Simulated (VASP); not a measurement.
Pt, 2 atoms in the cell. It takes space group Cmcm (No. 63, orthorhombic). The conventional cell has a = 2.788 Å, b = 4.734 Å, c = 4.792 Å, α = 90.00°, β = 90.00°, γ = 90.00°. Within 3.6 Å of Pt (site symmetry m2m) lie 12 Pt at 2.75 to 2.88 Å.  This cell differs from its parent crystal: strain +0.0100 x Voigt [1, -1, 0, 0, 0, 0].

| Item | Value |
| --- | --- |
| Program | VASP 6.6.1 |
| Task | single point |
| Functional | PBEsol |
| Potentials or basis | VASP PAW PBE potentials, release 64 (Pt) |
| Cutoff | 520 eV |
| k mesh | 18 × 18 × 10 |
| Occupations | gaussian, width 0.15 eV |
| Spin | no spin polarisation |
| Dipole correction | no |
| Further INCAR settings | ALGO = Fast; EDIFF = 1e-06; NBANDS = 17 |

Potentials or basis: VASP PAW PBE potentials, release 64 (Pt).

Run with:

```sh
$ cat potpaw_PBE.64/Pt/POTCAR > POTCAR
$ mpirun -np 1 vasp_std > vasp.out
```

Hardware: 1 thread of AMD EPYC 9R45 96-Core Processor (Zen 5) (shared host).

Question: How long does it take, and how much memory?

Answer: Run time: 2 min on 1 thread of AMD EPYC 9R45 96-Core Processor (Zen 5), with other jobs on the host, peak memory 0.31 GiB. Counts: scf iterations 13, k points 546.
